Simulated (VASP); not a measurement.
# Hf (Fm-3m) in VASP: a series of runs, part 2 of 2

VASP 6.6.1.

**4. Single point, PBE**

This run uses another cell than the first one, of 21.66 Å³/atom, 1.021 times its volume.

Input file INCAR:

```
PREC = Accurate ; ENCUT = 520
EDIFF = 1E-6 ; ISMEAR = -1
SIGMA = 0.06122561905347299 ; LREAL = False
LASPH = True ; NELM = 80
ALGO = Normal ; ISIF = 2
LWAVE = False ; LCHARG = False
GGA = PE ; NBANDS = 11
```

Input file KPOINTS:

```
Automatic mesh
0
Gamma
  14 14 14
```

Input file POSCAR:

```
Hf
1.0
    0.0000000000      2.2126004078      2.2126004078
    2.2126004078      0.0000000000      2.2126004078
    2.2126004078      2.2126004078      0.0000000000
Hf
1
Direct
    0.0000000000      0.0000000000      0.0000000000
```

Potentials or basis: VASP PAW PBE potentials, release 64 (Hf_pv).

The run is started by

```
cat potpaw_PBE.64/Hf_pv/POTCAR > POTCAR
mpirun -np 1 vasp_std > vasp.out
```

OUTCAR:

```text
PREC = Accurate
   ENCUT = 520
   EDIFF = 1E-6
   ISMEAR = -1
   LREAL = False
   LASPH = True
   NELM = 80
   ISIF = 2
   GGA = PE

 ion  position               nearest neighbor table
   1  0.000  0.000  0.000-

  LATTYP: Found a face centered cubic cell.
 ALAT       =     4.4252008156

  Lattice vectors:

 A1 = (   0.0000000000,   2.2126004078,   2.2126004078)
 A2 = (   2.2126004078,   0.0000000000,   2.2126004078)
 A3 = (   2.2126004078,   2.2126004078,   0.0000000000)

Analysis of symmetry for initial positions (statically):
=====================================================================
 Subroutine PRICEL returns:
 Original cell was already a primitive cell.

 Routine SETGRP: Setting up the symmetry group for a
 face centered cubic supercell.

 Subroutine GETGRP returns: Found 48 space group operations
 (whereof 48 operations were pure point group operations)
 out of a pool of 48 trial point group operations.

The static configuration has the point symmetry O_h .

Analysis of symmetry for dynamics (positions and initial velocities):
=====================================================================
 Subroutine PRICEL returns:
 Original cell was already a primitive cell.

 Routine SETGRP: Setting up the symmetry group for a
 face centered cubic supercell.

 Subroutine GETGRP returns: Found 48 space group operations
 (whereof 48 operations were pure point group operations)
 out of a pool of 48 trial point group operations.

The dynamic configuration has the point symmetry O_h .

 Subroutine INISYM returns: Found 48 space group operations
 (whereof 48 operations are pure point group operations),
 and found     1 'primitive' translations

----------------------------------------------------------------------------------------

                                     Primitive cell

  volume of cell :      21.6640

  direct lattice vectors                    reciprocal lattice vectors
     0.000000000  2.212600408  2.212600408    -0.225978445  0.225978445  0.225978445
     2.212600408  0.000000000  2.212600408     0.225978445 -0.225978445  0.225978445
     2.212600408  2.212600408  0.000000000     0.225978445  0.225978445 -0.225978445

  length of vectors
     3.129089505  3.129089505  3.129089505     0.391406148  0.391406148  0.391406148

  position of ions in fractional coordinates (direct lattice)
     0.000000000  0.000000000  0.000000000

  ion indices of the primitive-cell ions
   primitive index   ion index
                 1           1

----------------------------------------------------------------------------------------

 KPOINTS: Automatic mesh

Automatic generation of k-mesh.
 Grid dimensions read from file:
 generate k-points for:   14   14   14

 Generating k-lattice:

  Cartesian coordinates                     Fractional coordinates (reciprocal lattice)
    -0.016141318  0.016141318  0.016141318     0.071428571  0.000000000  0.000000000
     0.016141318 -0.016141318  0.016141318     0.000000000  0.071428571  0.000000000
     0.016141318  0.016141318 -0.016141318     0.000000000  0.000000000  0.071428571

  Length of vectors
     0.027957582  0.027957582  0.027957582

  Shift w.r.t. Gamma in fractional coordinates (k-lattice)
     0.000000000  0.000000000  0.000000000

 Subroutine IBZKPT returns following result:
 ===========================================

 Found    104 irreducible k-points:

 Following reciprocal coordinates:
            Coordinates               Weight
  0.000000  0.000000  0.000000      1.000000
  0.071429  0.000000  0.000000      8.000000
  0.142857  0.000000  0.000000      8.000000
  0.214286  0.000000  0.000000      8.000000
  0.285714  0.000000  0.000000      8.000000
  0.357143  0.000000  0.000000      8.000000
[... 16 lines left out ...]
  0.214286  0.142857  0.000000     24.000000
  0.285714  0.142857  0.000000     24.000000
 [... further k-points ...]
   k-points           NKPTS =    104   k-points in BZ     NKDIM =    104   number of bands    NBANDS=     11
   number of dos      NEDOS =    301   number of ions     NIONS =      1
   total plane-waves  NPLWV =  13824
   dimension x,y,z NGX =    24 NGY =   24 NGZ =   24
   dimension x,y,z NGXF=    48 NGYF=   48 NGZF=   48
   ions per type =               1
   NGX,Y,Z   is equivalent  to a cutoff of  12.75, 12.75, 12.75 a.u.
   NGXF,Y,Z  is equivalent  to a cutoff of  25.50, 25.50, 25.50 a.u.
 SYSTEM =  unknown system
   PREC   = accura    normal or accurate (medium, high low for compatibility)
   ISTART =      0    job   : 0-new  1-cont  2-samecut
   ICHARG =      2    charge: 1-file 2-atom 10-const
   ISPIN  =      1    spin polarized calculation?
   LNONCOLLINEAR =      F non collinear calculations
   LSORBIT =      F    spin-orbit coupling
   LASPH  =      T    aspherical Exc in radial PAW
   ENCUT  =  520.0 eV  38.22 Ry    6.18 a.u.   5.82  5.82  5.82*2*pi/ulx,y,z
   NELM   =     80;   NELMIN=  2; NELMDL= -5     # of ELM steps
   EDIFF  = 0.1E-05   stopping-criterion for ELM
   LREAL  =      F    real-space projection
   EDIFFG = 0.1E-04   stopping-criterion for IOM
   NSW    =      0    number of steps for IOM
   IBRION =     -1    ionic relax: 0-MD 1-quasi-New 2-CG
   NFREE  =      0    steps in history (QN), initial steepest desc. (CG)
   ISIF   =      2    stress and relaxation
   ISYM   =      2    0-nonsym 1-usesym 2-fastsym
   POTIM  = 0.5000    time-step for ionic-motion
   TEBEG  =    0.0;   TEEND  =   0.0 temperature during run
   PSTRESS=    0.0 pullay stress
   NELECT =      10.0000    total number of electrons
   NUPDOWN=      -1.0000    fix difference up-down
   EMIN   =  10.00;   EMAX   =-10.00  energy-range for DOS
   EFERMI =   0.00;   METHOD = LEGACY
   ISMEAR =    -1;   SIGMA  =   0.06  broadening in eV -4-tet -1-fermi 0-gaus
   EFERMI_NEDOS =   21; number of points for ismear=-14 and -15
   IALGO  =     38    algorithm
   IMIX   =      4    mixing-type and parameters
     AMIX     =   0.40;   BMIX     =  1.00
     AMIX_MAG =   1.60;   BMIX_MAG =  1.00
  volume/ion in A,a.u.               =      21.66       146.20
  Fermi-wavevector in a.u.,A,eV,Ry     =   1.265208  2.390896 21.779535  1.600751
  Thomas-Fermi vector in A             =   2.398473
   LORBIT       =      0    0 simple, 1 ext, 2 COOP (PROOUT), +10 PAW based schemes
   GGA     = PE    functional components
   LHFCALC =     F    Hartree Fock is set to
   AEXX    =    0.0000 exact exchange contribution
   IVDW    =     0    specifies the selected vdW correction
   LEPSILON=     F    determine dielectric tensor
   LRPA    =     F    only Hartree local field effects (RPA)
 non-spin polarized calculation
  energy-cutoff  :      520.00
  volume of cell :       21.66
 maximum number of plane-waves:       595
   NGX = 11   NGY = 11   NGZ = 11

 number of electron      10.0000000 magnetization

 Free energy of the ion-electron system (eV)
  ---------------------------------------------------
  ext. energy  EPLUGINS =         0.00000000
  ---------------------------------------------------
  free energy    TOTEN  =        -9.85192602 eV

  energy without entropy =       -9.83305658  energy(sigma->0) =       -9.84249130

 E-fermi :   4.9540     XC(G=0): -11.4327

 val. band max:        4.9490734574   @ k =  -0.4286   0.2857   0.1429
 cond. band min:       4.9547864300   @ k =  -0.3571   0.3571   0.1429
 fundamental gap:      0.0057129726
 Fermi energy:         4.9540127042

 k-point     1 :       0.0000    0.0000    0.0000
  band No.  band energies     occupation
      1     -24.9294      2.00000
      2     -24.9294      2.00000
      3     -24.9294      2.00000
      4      -2.3534      2.00000
      5       6.3835      0.00000
      6       6.3835      0.00000
      7       6.3835      0.00000
      8       9.2915      0.00000
      9       9.2915      0.00000
     10      16.3870      0.00000
     11      18.1456      0.00000
[... 309 lines left out ...]
 k-point    24 :       0.2857    0.1429    0.0000
  band No.  band energies     occupation
      1     -25.3911      2.00000
      2     -25.0525      2.00000
      3     -25.0435      2.00000
      4      -0.0050      2.00000
      5       4.6108      1.99268
      6       6.4257      0.00000
      7       7.3394      0.00000
      8       8.4887      0.00000
      9      10.1993      0.00000
     10      17.8946      0.00000
     11      18.1698      0.00000

 [... further k-points ...]

------------------------ aborting loop because EDIFF is reached ----------------------------------------

  FORCE on cell =-STRESS in cart. coord.  units (eV):
  Direction    XX          YY          ZZ          XY          YZ          ZX
  --------------------------------------------------------------------------------------
  -------------------------------------------------------------------------------------
  Total        0.5388097      0.5388097      0.5388097     -0.0000000      0.0000000      0.0000000
  in kB       39.8480477     39.8480477     39.8480477     -0.0000000      0.0000000      0.0000000
  external PRESSURE =      39.8480477 kB  Pullay stress =       0.0000000 kB

 VOLUME and BASIS-vectors are now :
 -----------------------------------------------------------------------------
  energy-cutoff  :      520.00
  volume of cell :       21.66
      direct lattice vectors                 reciprocal lattice vectors
     0.000000000  2.212600408  2.212600408    -0.225978445  0.225978445  0.225978445
     2.212600408  0.000000000  2.212600408     0.225978445 -0.225978445  0.225978445
     2.212600408  2.212600408  0.000000000     0.225978445  0.225978445 -0.225978445

 POSITION                                       TOTAL-FORCE (eV/Angst)
 -----------------------------------------------------------------------------------
      0.00000      0.00000      0.00000         0.000000      0.000000      0.000000
 -----------------------------------------------------------------------------------
    total drift:                                0.000000      0.000000     -0.000000

  FREE ENERGIE OF THE ION-ELECTRON SYSTEM (eV)
  ---------------------------------------------------
  free  energy   TOTEN  =        -9.8519260211 eV

  energy  without entropy=       -9.8330565843  energy(sigma->0) =       -9.84249130
```

OSZICAR:

```text
N       E                     dE             d eps       ncg     rms          rms(c)
DAV:   1     0.136391240617E+02    0.13639E+02   -0.57196E+03  2288   0.843E+02
DAV:   2    -0.972843866920E+01   -0.23368E+02   -0.22675E+02  2827   0.157E+02
DAV:   3    -0.101697215846E+02   -0.44128E+00   -0.43749E+00  2847   0.150E+01
DAV:   4    -0.101713885639E+02   -0.16670E-02   -0.16667E-02  2655   0.111E+00
DAV:   5    -0.101713969687E+02   -0.84049E-05   -0.84048E-05  2870   0.701E-02    0.466E+01
DAV:   6    -0.993534876038E+01    0.23605E+00   -0.19676E-01  2597   0.336E+00    0.278E+01
DAV:   7    -0.985589860163E+01    0.79450E-01   -0.31201E-01  2651   0.409E+00    0.129E+00
DAV:   8    -0.985188135545E+01    0.40172E-02   -0.23928E-02  2540   0.108E+00    0.132E-01
DAV:   9    -0.985192571952E+01   -0.44364E-04   -0.37462E-04  2769   0.158E-01    0.516E-02
DAV:  10    -0.985192607492E+01   -0.35540E-06   -0.21502E-05  2608   0.366E-02    0.497E-02
DAV:  11    -0.985192602108E+01    0.53841E-07   -0.32346E-06  2679   0.136E-02
   1 F= -.98519260E+01 E0= -.98424913E+01  d E =-.188694E-01
```

It took 23 s on 1 thread of Intel Xeon 8259CL, shared host; peak memory 0.15 GiB.

Results:

| Property | Result |
| --- | --- |
| Free energy | -9.8519 eV |
| Pressure | 4.0 GPa |
| Band gap on the k mesh | zero (band 5 reaches 6.38 eV, above the bottom of band 6 at 4.29 eV) |

Caveat: spin-orbit coupling is left out, which moves the levels of the heavy elements.

**5. Single point, PBE**

This run uses another cell than the first one, of 22.12 Å³/atom, 1.043 times its volume.

Input file INCAR:

```
PREC = Accurate
ENCUT = 520
EDIFF = 1E-7
ISMEAR = -1
SIGMA = 0.06122561905347299
LREAL = False
LASPH = True
NELM = 60
ALGO = Normal
ISIF = 2
LWAVE = False
LCHARG = False
GGA = PE
NBANDS = 11
```

KPOINTS is that of step 4.

Input file POSCAR:

```
Hf
1.0
    0.0000000000      2.2278602032      2.2278602032
    2.2278602032      0.0000000000      2.2278602032
    2.2278602032      2.2278602032      0.0000000000
Hf
1
Direct
    0.0000000000      0.0000000000      0.0000000000
```

The run is started by

```
cat potpaw_PBE.64/Hf_pv/POTCAR > POTCAR
mpirun -np 1 vasp_std > vasp.out
```

Run time: 20 s. Hardware: 1 thread of Intel Xeon 8259CL, shared host; peak memory 0.15 GiB.

It converged, with:

```
Free energy            : -9.8599 eV
Pressure               : 1.7 GPa
Band gap on the k mesh : zero (band 5 reaches 6.23 eV, above the bottom of band 6 at 4.16 eV)
```

Levels at points of the mesh, in eV from the Fermi level:
| k point | band 2 | band 3 | band 4 | band 5 | band 6 | band 7 | band 8 | band 9 |
| --- | --- | --- | --- | --- | --- | --- | --- | --- |
| (0.00, 0.00, 0.00) | -29.96 | -29.96 | -7.24 | 1.42 | 1.42 | 1.42 | 4.25 | 4.25 |
| (0.50, 0.00, 0.00) | -30.07 | -30.07 | -3.66 | 0.63 | 1.19 | 1.19 | 6.40 | 6.40 |
| (0.50, 0.50, 0.00) | -30.26 | -30.26 | -3.29 | -2.16 | 2.59 | 6.41 | 7.03 | 7.03 |

Caveat: spin-orbit coupling is left out, which moves the levels of the heavy elements.

**6. Single point, PBE**

This run uses another cell than the first one, of 22.57 Å³/atom, 1.064 times its volume.

Changes to INCAR since step 5:

```diff
@@ -2,3 +2,3 @@
 ENCUT = 520
-EDIFF = 1E-7
+EDIFF = 1E-6
 ISMEAR = -1
@@ -7,3 +7,3 @@
 LASPH = True
-NELM = 60
+NELM = 100
 ALGO = Normal
```

Input file KPOINTS:

```
regular mesh
0
Gamma
  14 14 14
```

Input file POSCAR:

```
Hf
1.0
    0.0000000000      2.2429137693      2.2429137693
    2.2429137693      0.0000000000      2.2429137693
    2.2429137693      2.2429137693      0.0000000000
Hf
1
Direct
    0.0000000000      0.0000000000      0.0000000000
```

Potentials or basis: VASP PAW PBE potentials, release 64 (Hf_pv).

The run is started by

```
cat potpaw_PBE.64/Hf_pv/POTCAR > POTCAR
mpirun -np 1 vasp_std > vasp.out
```

Run time: 17 s. Hardware: 1 thread of Intel Xeon 8259CL, shared host; peak memory 0.15 GiB.

Results (log left out):

```yaml
Free_energy: -9.8618 eV
Pressure: -0.4 GPa
Band_gap_on_the_k_mesh: zero (band 5 reaches 6.08 eV, above the bottom of band 6 at 4.04 eV)
```

Levels at points of the mesh, in eV from the Fermi level:
```tsv
k point	band 1	band 2	band 3	band 4	band 5	band 6	band 7	band 8	band 9	band 10
(0.00, 0.00, 0.00)	-30.04	-30.04	-30.04	-7.17	1.41	1.41	1.41	4.17	4.17	11.29
(0.50, 0.00, 0.00)	-30.83	-30.14	-30.14	-3.60	0.56	1.19	1.19	6.25	6.25	9.28
(0.50, 0.50, 0.00)	-30.78	-30.32	-30.32	-3.21	-2.09	2.48	6.27	6.87	6.87	9.84
```

Caveat: spin-orbit coupling is left out, which moves the levels of the heavy elements.

**7. Summary**

| cell | k mesh | gap on the mesh (eV) | pressure (GPa) |
| --- | --- | --- | --- |
| a = 3.107 Å, angles 60.0°, 1 atom | 42 × 42 × 42 | none | 6.5 |
| a = 3.107 Å, angles 60.0°, 1 atom | 14 × 14 × 14 | none | 6.5 |
| a = 3.129 Å, angles 60.0°, 1 atom | 14 × 14 × 14 | none | 4.0 |
| a = 3.151 Å, angles 60.0°, 1 atom | 14 × 14 × 14 | none | 1.7 |
| a = 3.172 Å, angles 60.0°, 1 atom | 14 × 14 × 14 | none | -0.4 |

Alike in all rows: task single point; level PBE; potentials or basis VASP PAW PBE potentials, release 64 (Hf_pv); no spin polarisation; cutoff (eV) 520; smearing fermi-dirac 0.0612256 eV.

Caveats: spin-orbit coupling is left out, which moves the levels of the heavy elements.

Absolute energies hang on the potentials; compare differences alone.
